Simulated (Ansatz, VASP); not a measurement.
## BN: VASP beside Ansatz

```
B N
1.0
     2.50611    0.00000    0.00000
    -1.25306    2.17036    0.00000
     0.00000    0.00000    9.68696
B N
3 3
Direct
  0.00000 0.00000 0.00030
  0.66667 0.33333 0.33364
  0.33333 0.66667 0.66697
  0.66667 0.33333 0.00060
  0.33333 0.66667 0.33393
  0.00000 0.00000 0.66726
```

Change from the starting cell: strain along c alone, the other axes held, atoms relaxed: -2.0 %.

Alike in both runs: task relaxation of the atoms; functional PBE; dispersion D3(BJ); k mesh 12 × 12 × 4; occupations gaussian, width 0.02 eV; no spin polarisation.

|  | VASP | Ansatz |
| --- | --- | --- |
| version | VASP 6.6.1 | Ansatz 0.2.0 |
| potentials or method | VASP PAW PBE potentials, release 64 (B, N), cutoff 520 eV | scalar-relativistic, plane waves, PAW |
| valence electrons in the cell | 24 | 24 |

```tsv
	VASP	Ansatz	Ansatz less VASP
gap on the k mesh at the Fermi level, each at its own relaxed structure (eV)	4.18	4.18	+0.007
```

Ansatz's warnings: stress scf threshold loose.
